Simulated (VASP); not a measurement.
# AlSn (P-6m2) in VASP: notebook, part 2 of 2

VASP 6.6.1. Earlier steps stand in the parts before.

### 4 Relaxation of cell and atoms, PBEsol

Contents of INCAR:

```
SYSTEM = AlSn
ALGO = Normal
EDIFF = 1E-7
EDIFFG = -0.005
ENCUT = 600
GGA = PS
IBRION = 2
ISIF = 3
ISMEAR = -1
LASPH = .TRUE.
LCHARG = .FALSE.
LREAL = .FALSE.
LWAVE = .FALSE.
NELM = 100
NSW = 32
PREC = Accurate
SIGMA = 0.05
```

Contents of KPOINTS:

```
k-points
0
G
  11 11 12
  0 0 0
```

Contents of POSCAR:

```
AlSn
1.0
    4.2122485707      0.0000000000      0.0000000000
   -2.1061242853      3.6479142693      0.0000000000
    0.0000000000      0.0000000000      3.1719548515
Al Sn
1 1
Direct
    0.0000000000      0.0000000000      0.0000000000
    0.3333333333      0.6666666667      0.5000000000
```

Potentials or basis: VASP PAW PBE potentials, release 64 (Al, Sn_d).

The run is started by

```sh
> cat potpaw_PBE.64/Al/POTCAR potpaw_PBE.64/Sn_d/POTCAR > POTCAR
> mpirun -np 1 vasp_std > vasp.out
```

OUTCAR:

```text
SYSTEM = AlSn
   EDIFF = 1E-7
   EDIFFG = -0.005
   ENCUT = 600
   GGA = PS
   IBRION = 2
   ISIF = 3
   ISMEAR = -1
   LASPH = .TRUE.
   LREAL = .FALSE.
   NELM = 100
   NSW = 32
   PREC = Accurate

 ion  position               nearest neighbor table
   1  0.000  0.000  0.000-   2 2.90   2 2.90   2 2.90   2 2.90   2 2.90   2 2.90
   2  0.333  0.667  0.500-   1 2.90   1 2.90   1 2.90   1 2.90   1 2.90   1 2.90

  LATTYP: Found a hexagonal cell.
 ALAT       =     4.2122485707
 C/A-ratio  =     0.7530312607

  Lattice vectors:

 A1 = (   4.2122485707,   0.0000000000,   0.0000000000)
 A2 = (  -2.1061242853,   3.6479142693,   0.0000000000)
 A3 = (   0.0000000000,   0.0000000000,   3.1719548515)

Analysis of symmetry for initial positions (statically):
=====================================================================
 Subroutine PRICEL returns:
 Original cell was already a primitive cell.

 Routine SETGRP: Setting up the symmetry group for a
 hexagonal supercell.

 Subroutine GETGRP returns: Found 12 space group operations
 (whereof 12 operations were pure point group operations)
 out of a pool of 24 trial point group operations.

[... 225 lines left out ...]
      8       6.1235      2.00000
      9       7.0853      0.00370
     10       9.5704      0.00000
     11       9.5704      0.00000
     12      10.1396      0.00000
[... 331 lines left out ...]
 k-point    24 :       0.1818    0.0909    0.0833
  band No.  band energies     occupation
      1     -14.6397      2.00000
      2     -14.4821      2.00000
      3     -14.4740      2.00000
      4     -14.4730      2.00000
      5     -14.4712      2.00000
      6      -3.3789      2.00000
      7       2.8321      2.00000
      8       4.9646      2.00000
      9       8.5471      0.00000
     10       9.3816      0.00000
     11      10.3169      0.00000
     12      12.5282      0.00000

 [... further k-points ...]

------------------------ aborting loop because EDIFF is reached ----------------------------------------

  FORCE on cell =-STRESS in cart. coord.  units (eV):
  Direction    XX          YY          ZZ          XY          YZ          ZX
  --------------------------------------------------------------------------------------
  -------------------------------------------------------------------------------------
  Total       -0.0023361     -0.0023361      0.0078673     -0.0000000      0.0000000      0.0000000
  in kB       -0.0768197     -0.0768197      0.2587078     -0.0000000      0.0000000      0.0000000
  external PRESSURE =       0.0350228 kB  Pullay stress =       0.0000000 kB

 VOLUME and BASIS-vectors are now :
 -----------------------------------------------------------------------------
  energy-cutoff  :      600.00
  volume of cell :       48.72
      direct lattice vectors                 reciprocal lattice vectors
     4.211229814 -0.000000000  0.000000000     0.237460325  0.137097783  0.000000000
    -2.105614907  3.647032000 -0.000000000     0.000000000  0.274195565  0.000000000
    -0.000000000 -0.000000000  3.172314212     0.000000000  0.000000000  0.315227286

 POSITION                                       TOTAL-FORCE (eV/Angst)
 -----------------------------------------------------------------------------------
      0.00000     -0.00000      0.00000         0.000000     -0.000000      0.000000
     -0.00000      2.43135      1.58616        -0.000000      0.000000      0.000000
 -----------------------------------------------------------------------------------
    total drift:                                0.000000     -0.000000     -0.000000

  FREE ENERGIE OF THE ION-ELECTRON SYSTEM (eV)
  ---------------------------------------------------
  free  energy   TOTEN  =        -7.9681107691 eV

  energy  without entropy=       -7.9598943128  energy(sigma->0) =       -7.96400254

 reached required accuracy - stopping structural energy minimisation
```

OSZICAR:

```text
N       E                     dE             d eps       ncg     rms          rms(c)
DAV:   1     0.925015952842E+02    0.92502E+02   -0.89325E+03  2708   0.183E+03
DAV:   2    -0.107117417453E+01   -0.93573E+02   -0.91088E+02  2748   0.378E+02
DAV:   3    -0.784384982265E+01   -0.67727E+01   -0.66127E+01  3248   0.912E+01
DAV:   4    -0.802636691130E+01   -0.18252E+00   -0.18214E+00  3080   0.158E+01
DAV:   5    -0.803448986989E+01   -0.81230E-02   -0.81223E-02  3888   0.328E+00    0.246E+00
DAV:   6    -0.798972828197E+01    0.44762E-01   -0.29609E-02  3236   0.305E+00    0.138E+00
DAV:   7    -0.796832390697E+01    0.21404E-01   -0.31284E-02  3360   0.272E+00    0.159E-01
DAV:   8    -0.796810006024E+01    0.22385E-03   -0.23808E-03  3184   0.795E-01    0.505E-02
DAV:   9    -0.796810602427E+01   -0.59640E-05   -0.10930E-04  3300   0.107E-01    0.110E-02
DAV:  10    -0.796810647017E+01   -0.44590E-06   -0.67375E-06  3124   0.238E-02    0.619E-03
DAV:  11    -0.796810664786E+01   -0.17769E-06   -0.11461E-06  3200   0.910E-03    0.118E-03
DAV:  12    -0.796810655512E+01    0.92736E-07   -0.85719E-08  1972   0.486E-03
   1 F= -.79681066E+01 E0= -.79640166E+01  d E =-.796811E+01
       N       E                     dE             d eps       ncg     rms          rms(c)
DAV:   1    -0.796814280303E+01   -0.36155E-04   -0.73609E-04  3300   0.453E-01    0.286E-02
DAV:   2    -0.796811757276E+01    0.25230E-04   -0.45400E-05  3216   0.128E-01    0.145E-02
DAV:   3    -0.796811065860E+01    0.69142E-05   -0.17820E-05  3552   0.739E-02    0.292E-03
DAV:   4    -0.796811076309E+01   -0.10449E-06   -0.15477E-06  3260   0.168E-02    0.113E-03
DAV:   5    -0.796811076907E+01   -0.59829E-08   -0.63696E-08  1744   0.381E-03
   2 F= -.79681108E+01 E0= -.79640025E+01  d E =-.421395E-05
```

Run time: 48 s. Hardware: 1 thread of Intel Xeon 6975P-C (Granite Rapids), shared host; peak memory 0.24 GiB.

Results:

| Property | Result |
| --- | --- |
| Free energy | -7.9681 eV |
| Relaxed volume | 24.36 Å³/atom |
| Relaxed cell | a = 4.211 Å, b = 4.211 Å, c = 3.172 Å, α = 90.00°, β = 90.00°, γ = 120.00° |
| Space group after relaxing (to 0.1 Å) | P-6m2 (No. 187) |
| Energy gained by relaxing | 0.0 meV/atom |
| Ionic steps | 2 |
| Pressure after relaxing | 0.0 GPa |
| Band gap on the k mesh | zero (an odd number of electrons rules out a gap without spin polarisation) |

Final structure:
```cif
data_structure
_symmetry_space_group_name_H-M 'P 1'
_symmetry_Int_Tables_number 1
_cell_length_a 4.2112
_cell_length_b 4.2112
_cell_length_c 3.1723
_cell_angle_alpha 90.000
_cell_angle_beta 90.000
_cell_angle_gamma 120.000
_cell_volume 48.72
loop_
_atom_site_label
_atom_site_type_symbol
_atom_site_fract_x
_atom_site_fract_y
_atom_site_fract_z
_atom_site_occupancy
Al1 Al 0.00000 0.00000 0.00000 1
Sn1 Sn 0.33333 0.66667 0.50000 1
```

Caveat: the PAW data sets were made with another functional, which shifts forces and pressure a little; spin-orbit coupling is left out, which moves the levels of the heavy elements.

### 5 Relaxation of cell and atoms, PBEsol

This run uses another cell than the first one, of 25.24 Å³/atom.

INCAR: that of step 4 with these lines changed.

```diff
@@ -2,3 +2,3 @@
 ALGO = Normal
-EDIFF = 1E-7
+EDIFF = 1E-6
 EDIFFG = -0.005
@@ -13,4 +13,4 @@
 LWAVE = .FALSE.
-NELM = 100
-NSW = 32
+NELM = 80
+NSW = 70
 PREC = Accurate
```

KPOINTS is that of step 4.

Contents of POSCAR:

```
AlSn
1.0
    4.1981056157      0.0000000000      0.0000000000
   -2.0990528078      3.6356661109      0.0000000000
    0.0000000000      0.0000000000      3.3068470000
Al Sn
1 1
Direct
    0.0000000000      0.0000000000      0.0000000000
    0.3333333333      0.6666666667      0.5000000000
```

The run is started by

```sh
> cat potpaw_PBE.64/Al/POTCAR potpaw_PBE.64/Sn_d/POTCAR > POTCAR
> mpirun -np 1 vasp_std > vasp.out
```

It took 4 min on 1 thread of Intel Xeon 6975P-C (Granite Rapids), shared host; peak memory 0.25 GiB.

Results (log left out):

```yaml
Free_energy: -7.9682 eV
Relaxed_volume: 24.35 Å³/atom
Relaxed_cell: a = 4.211 Å, b = 4.211 Å, c = 3.172 Å, α = 90.00°, β = 90.00°, γ = 120.00°
Space_group_after_relaxing_to_0.1_Å: P-6m2 (No. 187)
Energy_gained_by_relaxing: 9.1 meV/atom
Ionic_steps: 13
Pressure_after_relaxing: 0.0 GPa
Band_gap_on_the_k_mesh: zero (an odd number of electrons rules out a gap without spin polarisation)
```

The path:
| step | energy change (eV) | largest force (eV/Å) | pressure (GPa) | volume (Å³) |
| --- | --- | --- | --- | --- |
| 1 | 0.0000 | 0.0000 | -2.05 | 50.47 |
| 2 | -0.0144 | 0.0000 | 0.47 | 48.15 |
| 3 | -0.0147 | 0.0000 | 0.11 | 48.44 |
| 4 | -0.0155 | 0.0000 | 0.07 | 48.49 |
| 5 | -0.0175 | 0.0000 | -0.02 | 48.65 |
| 6 | -0.0151 | 0.0000 | -0.07 | 48.93 |
| 7 | -0.0180 | 0.0000 | -0.01 | 48.71 |
| 8 | -0.0181 | 0.0000 | -0.06 | 48.79 |
| 9 | -0.0182 | 0.0000 | -0.05 | 48.75 |
| 10 | -0.0182 | 0.0000 | -0.04 | 48.76 |
| 11 | -0.0182 | 0.0000 | -0.04 | 48.77 |
| 12 | -0.0182 | 0.0000 | 0.11 | 48.67 |
| 13 | -0.0182 | 0.0000 | -0.01 | 48.71 |

Final structure:
```
Al Sn
1.0
     4.21082    0.00000    0.00000
    -2.10541    3.64667    0.00000
     0.00000    0.00000    3.17213
Al Sn
1 1
Cartesian
  0.0000 0.0000 0.0000
  0.0000 2.4311 1.5861
```

Levels at points of the mesh, in eV from the Fermi level:
```tsv
k point	band 6	band 7	band 8	band 9	band 10	band 11
(0.00, 0.00, 0.00)	-10.84	-0.65	-0.65	0.32	2.80	2.80
(0.00, 0.00, 0.50)	-7.43	-6.34	2.62	2.62	3.51	3.51
```

Caveat: the PAW data sets were made with another functional, which shifts forces and pressure a little; spin-orbit coupling is left out, which moves the levels of the heavy elements.

### 6 Summary

| task | cell | cutoff (eV) | gap on the mesh (eV) | pressure (GPa) | relaxed volume (Å³/atom) |
| --- | --- | --- | --- | --- | --- |
| single point | a = 4.212, b = 4.212, c = 3.172 Å, angles 90.0, 90.0, 120.0°, 2 atoms | 520 | none | -0.1 | - |
| relaxation of cell and atoms | relaxed from a = 4.212, b = 4.212, c = 3.172 Å, angles 90.0, 90.0, 120.0°, 2 atoms | 600 | none | 0.0 | 24.36 |
| relaxation of cell and atoms | relaxed from a = 4.198, b = 4.198, c = 3.307 Å, angles 90.0, 90.0, 120.0°, 2 atoms | 600 | none | 0.0 | 24.35 |

Alike in all rows: level PBEsol; potentials or basis VASP PAW PBE potentials, release 64 (Al, Sn_d); no spin polarisation; k mesh 11 × 11 × 12; smearing fermi-dirac 0.05 eV.

Caveats: the PAW data sets were made with another functional, which shifts forces and pressure a little; spin-orbit coupling is left out, which moves the levels of the heavy elements.

Total energies depend on the potentials used, so only differences within one code and one set of settings carry meaning.
